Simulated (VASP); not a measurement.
# CoCl3: single point with PBE+U

Crystal: CoCl3.

```xyz
4
Lattice="4.6897 0.0000 0.0000 0.0000 4.6897 0.0000 0.0000 0.0000 4.6897" Properties=species:S:1:pos:R:3 pbc="T T T"
Co    0.0000    0.0000    0.0000
Cl    2.3449    0.0000    0.0000
Cl    0.0000    0.0000    2.3449
Cl    0.0000    2.3449    0.0000
```

| Quantity | Value |
| --- | --- |
| Program | VASP 6.6.1 |
| Task | single point |
| Functional | PBE |
| Potentials or basis | VASP PAW PBE potentials, release 64 (Co, Cl) |
| Cutoff | 520 eV |
| k mesh | 6 × 6 × 6 |
| Occupations | gaussian, width 0.05 eV |
| Spin | collinear spin, ferromagnetic start |
| Starting moments | [2.6, 0.02, 0.02, 0.02] μB |
| Hubbard terms | Co d U = 3.3 eV |

```yaml
Pressure: 0.3 GPa
Net_moment: 2.75 μB per cell
Site_moments: Co +2.30; Cl +0.11 μB
Valence_electrons_inside_the_program's_atomic_spheres: Co 7.82; Cl 5.08
```

Levels at points of the mesh, in eV from the Fermi level:
Spin up:
| k point | band 14 | band 15 | band 16 | band 17 | band 18 | band 19 |
| --- | --- | --- | --- | --- | --- | --- |
| (0.00, 0.00, 0.00) | -1.06 | -0.73 | -0.73 | -0.73 | 3.95 | 6.59 |
| (0.50, 0.00, 0.00) | -1.03 | -1.03 | -0.86 | -0.86 | 6.97 | 8.63 |
| (0.50, 0.50, 0.00) | -1.01 | -1.01 | -0.15 | 0.82 | 8.86 | 8.86 |
| (0.50, 0.50, 0.50) | -0.14 | -0.14 | 0.84 | 0.84 | 7.27 | 7.73 |
Spin down:
| k point | band 10 | band 11 | band 12 | band 13 | band 14 | band 15 | band 16 | band 17 |
| --- | --- | --- | --- | --- | --- | --- | --- | --- |
| (0.00, 0.00, 0.00) | -0.83 | -0.83 | -0.83 | -0.58 | -0.58 | -0.58 | 1.68 | 1.68 |
| (0.50, 0.00, 0.00) | -1.05 | -1.01 | -0.67 | -0.67 | 0.13 | 0.13 | 1.68 | 2.32 |
| (0.50, 0.50, 0.00) | -1.42 | -1.42 | 0.03 | 0.10 | 0.14 | 0.14 | 1.90 | 4.01 |
| (0.50, 0.50, 0.50) | 0.05 | 0.05 | 0.05 | 0.11 | 0.11 | 0.11 | 4.01 | 4.01 |

Eigenvalues of the final occupation matrices:
```
    site  spin  trace               eigenvalues
site 1 d     1   4.70  0.90 0.90 0.96 0.96 0.96
site 1 d     2   2.45  0.17 0.17 0.70 0.70 0.70
```

It took 4.7 min on 1 thread of Oxide Virtual Turin-like Processor, with other jobs on the host, peak memory 0.25 GiB.

Caveat: a cell with one magnetic atom can't hold antiferromagnetic order, which such compounds often take. The state reached can hang on the start; a lower one may exist.
